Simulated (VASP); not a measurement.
The system is Sb.

```
CELL_PARAMETERS angstrom
4.01351 2.31720 6.84465
-4.01351 2.31720 6.84465
0.00000 -4.63440 6.84465
ATOMIC_POSITIONS crystal
Sb 0.01019 0.65361 0.01019
Sb 0.01019 0.01019 0.65361
Sb 0.65361 0.01019 0.01019
Sb 0.98981 0.34639 0.98981
Sb 0.34639 0.98981 0.98981
Sb 0.98981 0.98981 0.34639
Sb 0.22118 0.63060 0.22118
Sb 0.22118 0.22118 0.63060
Sb 0.63060 0.22118 0.22118
Sb 0.77882 0.36940 0.77882
Sb 0.36940 0.77882 0.77882
Sb 0.77882 0.77882 0.36940
```

- Program: VASP 6.6.1
- Task: relaxation of cell and atoms
- Functional: PBEsol
- Potentials or basis: VASP PAW PBE potentials, release 64 (Sb)
- Cutoff: 600 eV
- k mesh: 3 × 3 × 3
- Occupations: gaussian, width 0.1 eV
- Spin: no spin polarisation

At the start: pressure 11.9 GPa; volume 31.83 Å³/atom.

Task: How do energy, volume and symmetry change on relaxing?

Result: Over 26 steps the energy falls by 282.0 meV/atom and the volume is 37.51 Å³/atom (+17.8 %); space group R-3m (No. 166, to 0.05 Å).

Step by step:
| step | energy change (eV) | largest force (eV/Å) | pressure (GPa) | volume (Å³) |
| --- | --- | --- | --- | --- |
| 1 | 0.0000 | 1.9979 | 11.93 | 381.94 |
| 2 | -1.4741 | 0.4358 | -4.86 | 528.36 |
| 3 | -2.7491 | 0.4563 | -0.54 | 458.00 |
| 4 | -2.7497 | 0.4750 | -0.39 | 456.39 |
| 5 | -2.9001 | 0.4398 | -0.30 | 452.98 |
| 6 | -3.1566 | 0.4116 | 0.48 | 442.26 |
| 7 | -3.1713 | 0.4940 | 1.09 | 437.28 |
| 8 | -3.2313 | 0.2891 | 0.20 | 445.25 |
| 9 | -3.2314 | 0.2857 | 0.19 | 445.44 |
| 10 | -3.2534 | 0.2339 | -0.03 | 446.41 |
| 11 | -3.2725 | 0.1250 | -0.43 | 448.42 |
| 12 | -3.2889 | 0.1368 | -0.05 | 443.35 |
| 13 | -3.2908 | 0.1416 | 0.14 | 441.03 |
| 14 | -3.3000 | 0.1357 | 0.10 | 441.40 |
| 15 | -3.3160 | 0.1330 | 0.00 | 442.51 |
| 16 | -3.3278 | 0.1318 | 0.06 | 442.83 |
| 17 | -3.3505 | 0.1261 | 0.25 | 443.75 |
| 18 | -3.3518 | 0.1784 | 0.37 | 444.16 |
| 19 | -3.3583 | 0.1789 | 0.24 | 446.32 |
| 20 | -3.3631 | 0.1875 | 0.02 | 450.45 |
| 21 | -3.3707 | 0.1299 | -0.04 | 450.84 |
| 22 | -3.3794 | 0.0592 | -0.21 | 451.95 |
| 23 | -3.3818 | 0.0441 | 0.01 | 449.78 |
| 24 | -3.3819 | 0.0436 | 0.04 | 449.49 |
| 25 | -3.3826 | 0.0402 | 0.04 | 449.65 |
| 26 | -3.3842 | 0.0313 | 0.04 | 450.11 |

Final structure:
```
CELL_PARAMETERS angstrom
4.06682 2.34798 7.85622
-4.06682 2.34798 7.85622
0.00000 -4.69596 7.85622
ATOMIC_POSITIONS crystal
Sb 0.01421 0.64302 0.01421
Sb 0.01421 0.01421 0.64302
Sb 0.64302 0.01421 0.01421
Sb 0.98579 0.35698 0.98579
Sb 0.35698 0.98579 0.98579
Sb 0.98579 0.98579 0.35698
Sb 0.23323 0.59423 0.23323
Sb 0.23323 0.23323 0.59423
Sb 0.59423 0.23323 0.23323
Sb 0.76677 0.40577 0.76677
Sb 0.40577 0.76677 0.76677
Sb 0.76677 0.76677 0.40577
```

Caveat: the volume moved by over 15 % at a fixed basis, so the end points are rough; the PAW data sets were made with another functional, which shifts forces and pressure a little.
